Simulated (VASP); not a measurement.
Write the native input for VASP 6.6.1 that does the following.

```
Task                   : single point
Functional             : PBEsol
Potentials or basis    : VASP PAW PBE potentials, release 64 (Zn, S)
Cutoff                 : 520 eV
k mesh                 : 9 × 9 × 5
Occupations            : fermi-dirac, width 0.05 eV
Spin                   : no spin polarisation
Dipole correction      : no
Further INCAR settings : ALGO = Normal; EDIFF = 1e-06; NBANDS = 26
```

The structure of ZnS (Wurtzite-2H) lies in POSCAR:

```
ZnS
1.0
    3.8110000000      0.0000000000      0.0000000000
   -1.9055000000      3.3004228138      0.0000000000
    0.0000000000      0.0000000000      6.2340000000
Zn S
2 2
Direct
    0.6666666667      0.3333333333      0.5000000000
    0.3333333333      0.6666666667      0.0000000000
    0.6666666667      0.3333333333      0.8850000000
    0.3333333333      0.6666666667      0.3850000000
```

These files were run (other wordings do the same):

INCAR

```
SYSTEM = ZnS
ALGO = Normal
EDIFF = 1E-6
ENCUT = 520
GGA = PS
ISIF = 2
ISMEAR = -1
LASPH = .TRUE.
LCHARG = .FALSE.
LREAL = .FALSE.
LWAVE = .FALSE.
NBANDS = 26
NELM = 80
PREC = Accurate
SIGMA = 0.05
```

KPOINTS

```
k-points
0
G
  9 9 5
  0 0 0
```

Potentials or basis: VASP PAW PBE potentials, release 64 (Zn, S).

Run with:

```sh
$ cat potpaw_PBE.64/Zn/POTCAR potpaw_PBE.64/S/POTCAR > POTCAR
$ mpirun -np 1 vasp_std > vasp.out
```

It gave:

```
Pressure               : -1.1 GPa
Largest force          : 0.309 eV/Å
Band gap on the k mesh : 2.12 eV, direct
```

Caveat: the PAW data sets were made with another functional, which shifts forces and pressure a little.

Wall time 50 s on 1 thread of Intel(R) Xeon(R) Platinum 8259CL CPU @ 2.50GHz (Skylake/Cascade Lake) (shared host), peak memory 0.21 GiB.
